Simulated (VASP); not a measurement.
# Li6P2Rh in VASP: notebook

Aim: see how the results for Li6P2Rh move with the level of theory and the settings. Levels: PBE, PBE+U. Tasks: single point.

Program: VASP 6.6.1. These are calculated values, not measurements. Logs are shortened: lines on timing, memory, paths and dates and some standing lists are left out, and cuts for length are marked.

### 1 The cell of the first run

The typed cell holds 9 atoms: a = 6.462 Å, b = 6.462 Å, c = 3.213 Å, α = 90.00°, β = 90.00°, γ = 60.00°.

### 2 Single point, PBE

Contents of INCAR:

```
ALGO = Normal
EDIFF = 1E-7
ENCUT = 520
GGA = PE
ISIF = 2
ISMEAR = -1
LASPH = T
LCHARG = F
LREAL = F
LWAVE = F
NBANDS = 32
NELM = 100
PREC = Accurate
SIGMA = 0.1
```

Contents of KPOINTS:

```
k-points
0
Gamma
  3 3 6
```

Contents of POSCAR:

```
Li6P2Rh
1.0
    3.2308870000      5.5960580000      0.0000000000
   -3.2308870000      5.5960580000      0.0000000000
    0.0000000000      0.0000000000      3.2132220000
Li Rh P
6 1 2
Direct
    0.2420000000      0.7580000000      0.0000000000
    0.7580000000      0.0000000000      0.0000000000
    0.0000000000      0.2420000000      0.0000000000
    0.6068000000      0.3932000000      0.5000000000
    0.3932000000      0.0000000000      0.5000000000
    0.0000000000      0.6068000000      0.5000000000
    0.0000000000      0.0000000000      0.5000000000
    0.3333000000      0.3334000000      0.0000000000
    0.6667000000      0.6666000000      0.0000000000
```

Potentials or basis: VASP PAW PBE potentials, release 64 (Li_sv, Rh_pv, P).

The run is started by

```sh
$ cat potpaw_PBE.64/Li_sv/POTCAR potpaw_PBE.64/Rh_pv/POTCAR potpaw_PBE.64/P/POTCAR > POTCAR
$ mpirun -np 1 vasp_std > vasp.out
```

OUTCAR:

```text
EDIFF = 1E-7
   ENCUT = 520
   GGA = PE
   ISIF = 2
   ISMEAR = -1
   LASPH = T
   LREAL = F
   NELM = 100
   PREC = Accurate

 ion  position               nearest neighbor table
   1  0.242  0.758  0.000-   7 2.24   7 2.24   8 2.50   9 2.50
   2  0.758  0.000  0.000-   7 2.24   7 2.24   9 2.50   8 2.50
   3  0.000  0.242  0.000-   7 2.24   7 2.24   9 2.50   8 2.50
   4  0.607  0.393  0.500-   7 2.54   9 2.56   9 2.56   8 2.56   8 2.56
   5  0.393  0.000  0.500-   7 2.54   8 2.56   8 2.56   9 2.56   9 2.56
   6  0.000  0.607  0.500-   7 2.54   8 2.56   8 2.56   9 2.56   9 2.56
   7  0.000  0.000  0.500-   2 2.24   3 2.24   2 2.24   3 2.24   1 2.24   1 2.24   6 2.54   5 2.54
                             4 2.54
   8  0.333  0.333  0.000-   1 2.50   3 2.50   2 2.50   6 2.56   6 2.56   4 2.56   4 2.56   5 2.56
                             5 2.56
   9  0.667  0.667  0.000-   3 2.50   1 2.50   2 2.50   4 2.56   4 2.56   6 2.56   6 2.56   5 2.56
                             5 2.56

  LATTYP: Found a hexagonal cell.
 ALAT       =     6.4617718891
 C/A-ratio  =     0.4972663931

  Lattice vectors:

 A1 = (   3.2308870000,  -5.5960580000,   0.0000000000)
 A2 = (   3.2308870000,   5.5960580000,   0.0000000000)
 A3 = (   0.0000000000,   0.0000000000,   3.2132220000)

Analysis of symmetry for initial positions (statically):
=====================================================================
 Subroutine PRICEL returns:
 Original cell was already a primitive cell.

 Routine SETGRP: Setting up the symmetry group for a
 hexagonal supercell.

 Subroutine GETGRP returns: Found  4 space group operations
 (whereof  4 operations were pure point group operations)
 out of a pool of 24 trial point group operations.

The static configuration has the point symmetry C_2v.

Analysis of symmetry for dynamics (positions and initial velocities):
=====================================================================
 Subroutine PRICEL returns:
 Original cell was already a primitive cell.

 Routine SETGRP: Setting up the symmetry group for a
 hexagonal supercell.

 Subroutine GETGRP returns: Found  4 space group operations
 (whereof  4 operations were pure point group operations)
 out of a pool of 24 trial point group operations.

The dynamic configuration has the point symmetry C_2v.

 Subroutine INISYM returns: Found  4 space group operations
 (whereof  4 operations are pure point group operations),
 and found     1 'primitive' translations

----------------------------------------------------------------------------------------

                                     Primitive cell

  volume of cell :     116.1916

  direct lattice vectors                    reciprocal lattice vectors
     3.230887000  5.596058000  0.000000000     0.154756264  0.089348609  0.000000000
    -3.230887000  5.596058000  0.000000000    -0.154756264  0.089348609  0.000000000
     0.000000000  0.000000000  3.213222000     0.000000000  0.000000000  0.311214102

  length of vectors
     6.461771889  6.461771889  3.213222000     0.178697160  0.178697160  0.311214102

  position of ions in fractional coordinates (direct lattice)
     0.242000000  0.758000000  0.000000000
     0.758000000  0.000000000  0.000000000
     0.000000000  0.242000000  0.000000000
     0.606800000  0.393200000  0.500000000
     0.393200000  0.000000000  0.500000000
     0.000000000  0.606800000  0.500000000
     0.000000000  0.000000000  0.500000000
     0.333300000  0.333400000  0.000000000
     0.666700000  0.666600000  0.000000000

  ion indices of the primitive-cell ions
   primitive index   ion index
                 1           1
                 2           2
                 3           3
                 4           4
                 5           5
                 6           6
                 7           7
                 8           8
                 9           9

----------------------------------------------------------------------------------------

 KPOINTS: k-points

Automatic generation of k-mesh.
 Grid dimensions read from file:
 generate k-points for:    3    3    6

 Generating k-lattice:

  Cartesian coordinates                     Fractional coordinates (reciprocal lattice)
     0.051585421  0.029782870  0.000000000     0.333333333  0.000000000  0.000000000
    -0.051585421  0.029782870  0.000000000     0.000000000  0.333333333  0.000000000
     0.000000000  0.000000000  0.051869017     0.000000000  0.000000000  0.166666667

  Length of vectors
     0.059565720  0.059565720  0.051869017

  Shift w.r.t. Gamma in fractional coordinates (k-lattice)
     0.000000000  0.000000000  0.000000000

 Subroutine IBZKPT returns following result:
 ===========================================

 Found     16 irreducible k-points:

 Following reciprocal coordinates:
            Coordinates               Weight
  0.000000  0.000000  0.000000      1.000000
  0.333333  0.000000  0.000000      4.000000
  0.000000  0.333333  0.000000      2.000000
 -0.333333  0.333333  0.000000      2.000000
  0.000000  0.000000  0.166667      2.000000
  0.333333  0.000000  0.166667      8.000000
[... 8 lines left out ...]
  0.000000  0.333333  0.500000      2.000000
 -0.333333  0.333333  0.500000      2.000000
   k-points           NKPTS =     16   k-points in BZ     NKDIM =     16   number of bands    NBANDS=     32
   number of dos      NEDOS =    301   number of ions     NIONS =      9
   total plane-waves  NPLWV =  55296
   dimension x,y,z NGX =    48 NGY =   48 NGZ =   24
   dimension x,y,z NGXF=    96 NGYF=   96 NGZF=   48
   ions per type =               6   1   2
   NGX,Y,Z   is equivalent  to a cutoff of  12.35, 12.35, 12.42 a.u.
   NGXF,Y,Z  is equivalent  to a cutoff of  24.70, 24.70, 24.83 a.u.
 SYSTEM =  unknown system
   PREC   = accura    normal or accurate (medium, high low for compatibility)
   ISTART =      0    job   : 0-new  1-cont  2-samecut
   ICHARG =      2    charge: 1-file 2-atom 10-const
   ISPIN  =      1    spin polarized calculation?
   LNONCOLLINEAR =      F non collinear calculations
   LSORBIT =      F    spin-orbit coupling
   LASPH  =      T    aspherical Exc in radial PAW
   ENCUT  =  520.0 eV  38.22 Ry    6.18 a.u.  12.01 12.01  5.97*2*pi/ulx,y,z
   NELM   =    100;   NELMIN=  2; NELMDL= -5     # of ELM steps
   EDIFF  = 0.1E-06   stopping-criterion for ELM
   LREAL  =      F    real-space projection
   EDIFFG = 0.1E-05   stopping-criterion for IOM
   NSW    =      0    number of steps for IOM
   IBRION =     -1    ionic relax: 0-MD 1-quasi-New 2-CG
   NFREE  =      0    steps in history (QN), initial steepest desc. (CG)
   ISIF   =      2    stress and relaxation
   ISYM   =      2    0-nonsym 1-usesym 2-fastsym
   POTIM  = 0.5000    time-step for ionic-motion
   TEBEG  =    0.0;   TEEND  =   0.0 temperature during run
   PSTRESS=    0.0 pullay stress
   NELECT =      43.0000    total number of electrons
   NUPDOWN=      -1.0000    fix difference up-down
   EMIN   =  10.00;   EMAX   =-10.00  energy-range for DOS
   EFERMI =   0.00;   METHOD = LEGACY
   ISMEAR =    -1;   SIGMA  =   0.10  broadening in eV -4-tet -1-fermi 0-gaus
   EFERMI_NEDOS =   21; number of points for ismear=-14 and -15
   IALGO  =     38    algorithm
   IMIX   =      4    mixing-type and parameters
     AMIX     =   0.40;   BMIX     =  1.00
     AMIX_MAG =   1.60;   BMIX_MAG =  1.00
  volume/ion in A,a.u.               =      12.91        87.12
  Fermi-wavevector in a.u.,A,eV,Ry     =   1.175365  2.221118 18.796215  1.381483
  Thomas-Fermi vector in A             =   2.311747
   LORBIT       =      0    0 simple, 1 ext, 2 COOP (PROOUT), +10 PAW based schemes
   GGA     = PE    functional components
   LHFCALC =     F    Hartree Fock is set to
   AEXX    =    0.0000 exact exchange contribution
   IVDW    =     0    specifies the selected vdW correction
   LEPSILON=     F    determine dielectric tensor
   LRPA    =     F    only Hartree local field effects (RPA)
 non-spin polarized calculation
  energy-cutoff  :      520.00
  volume of cell :      116.19
 maximum number of plane-waves:      3156
   NGX = 25   NGY = 25   NGZ = 11

 number of electron      43.0000006 magnetization

 Free energy of the ion-electron system (eV)
  ---------------------------------------------------
  ext. energy  EPLUGINS =         0.00000000
  ---------------------------------------------------
  free energy    TOTEN  =       -30.51149934 eV

  energy without entropy =      -30.34175283  energy(sigma->0) =      -30.42662609

 E-fermi :   4.1745     XC(G=0):  -9.7402

 val. band max:        4.0917519133   @ k =   0.0000   0.3333   0.3333
 cond. band min:       4.2115382173   @ k =   0.3333   0.0000   0.3333
 fundamental gap:      0.1197863039
 Fermi energy:         4.1745467499

 k-point     1 :       0.0000    0.0000    0.0000
  band No.  band energies     occupation
      1     -40.8756      2.00000
      2     -40.8750      2.00000
      3     -40.8750      2.00000
      4     -40.5827      2.00000
      5     -40.5824      2.00000
      6     -40.4746      2.00000
[... 24 lines left out ...]
     31      13.1520      0.00000
     32      13.1632      0.00000

 k-point     2 :       0.3333    0.0000    0.0000
  band No.  band energies     occupation
      1     -40.8792      2.00000
      2     -40.8762      2.00000
      3     -40.8718      2.00000
      4     -40.5817      2.00000
      5     -40.5803      2.00000
      6     -40.4753      2.00000
[... 24 lines left out ...]
     31      12.0609      0.00000
     32      12.7816      0.00000
[... 453 lines left out ...]
     31      10.5793      0.00000
     32      11.2996      0.00000

 k-point    16 :      -0.3333    0.3333    0.5000
  band No.  band energies     occupation
      1     -40.8716      2.00000
      2     -40.8712      2.00000
      3     -40.8660      2.00000
      4     -40.7754      2.00000
      5     -40.4543      2.00000
      6     -40.4539      2.00000
[... 24 lines left out ...]
     31      10.6083      0.00000
     32      11.0731      0.00000

------------------------ aborting loop because EDIFF is reached ----------------------------------------

  FORCE on cell =-STRESS in cart. coord.  units (eV):
  Direction    XX          YY          ZZ          XY          YZ          ZX
  --------------------------------------------------------------------------------------
  -------------------------------------------------------------------------------------
  Total        8.1081746      8.1082375      2.7788586      0.0000606      0.0000000      0.0000000
  in kB      111.8044194    111.8052866     38.3179553      0.0008354      0.0000000      0.0000000
  external PRESSURE =      87.3092204 kB  Pullay stress =       0.0000000 kB

 VOLUME and BASIS-vectors are now :
 -----------------------------------------------------------------------------
  energy-cutoff  :      520.00
  volume of cell :      116.19
      direct lattice vectors                 reciprocal lattice vectors
     3.230887000  5.596058000  0.000000000     0.154756264  0.089348609  0.000000000
    -3.230887000  5.596058000  0.000000000    -0.154756264  0.089348609  0.000000000
     0.000000000  0.000000000  3.213222000     0.000000000  0.000000000  0.311214102

 POSITION                                       TOTAL-FORCE (eV/Angst)
 -----------------------------------------------------------------------------------
     -1.66714      5.59606      0.00000         1.616484      0.000373      0.000000
      2.44901      4.24181      0.00000        -0.808618     -1.400567      0.000000
     -0.78187      1.35425      0.00000        -0.807919      1.400102      0.000000
      0.69012      5.59606      1.60661        -0.332543     -0.000246      0.000000
      1.27038      2.20037      1.60661         0.166560      0.288489      0.000000
     -1.96050      3.39569      1.60661         0.166059     -0.288113      0.000000
      0.00000      0.00000      1.60661         0.000023      0.000040      0.000000
     -0.00032      3.73089      0.00000         0.001698     -0.001033      0.000000
      0.00032      7.46122      0.00000        -0.001744      0.000954      0.000000
 -----------------------------------------------------------------------------------
    total drift:                               -0.000018     -0.000024      0.000000

  FREE ENERGIE OF THE ION-ELECTRON SYSTEM (eV)
  ---------------------------------------------------
  free  energy   TOTEN  =       -30.5114993412 eV

  energy  without entropy=      -30.3417528319  energy(sigma->0) =      -30.42662609
```

It took 2.5 min on 1 thread of AMD EPYC 7R43 (Zen 3), shared host; peak memory 0.19 GiB.

What came out:

* Free energy: -30.5115 eV
* Largest force: 1.617 eV/Å
* Band gap on the k mesh: zero (an odd number of electrons rules out a gap without spin polarisation)

Forces in eV/Å, atoms in the order of the input:
```
Li   1.616  0.000  0.000
Li  -0.809 -1.401  0.000
Li  -0.808  1.400  0.000
Li  -0.333  0.000  0.000
Li   0.167  0.288  0.000
Li   0.166 -0.288  0.000
Rh   0.000  0.000  0.000
P    0.002 -0.001  0.000
P   -0.002  0.001  0.000
```

Levels at points of the mesh, in eV from the Fermi level:
| k point | band 19 | band 20 | band 21 | band 22 | band 23 | band 24 |
| --- | --- | --- | --- | --- | --- | --- |
| (0.00, 0.00, 0.00) | -0.55 | -0.52 | -0.52 | 1.41 | 2.39 | 3.09 |
| (0.00, 0.00, 0.50) | -0.96 | -0.60 | 0.15 | 0.15 | 1.52 | 1.58 |

Caveat: the k points lie up to 0.37 Å⁻¹ apart, too coarse for converged energies and pressures of a metal; the cutoff is under 1.25 times the usual one of these potentials, so pressure, stress and relaxed cells hold a basis-set (Pulay) error; forces of over 1 eV/Å act on the atoms, so gaps and moduli don't describe the material at rest.

(Continued in part 2 of 2.)
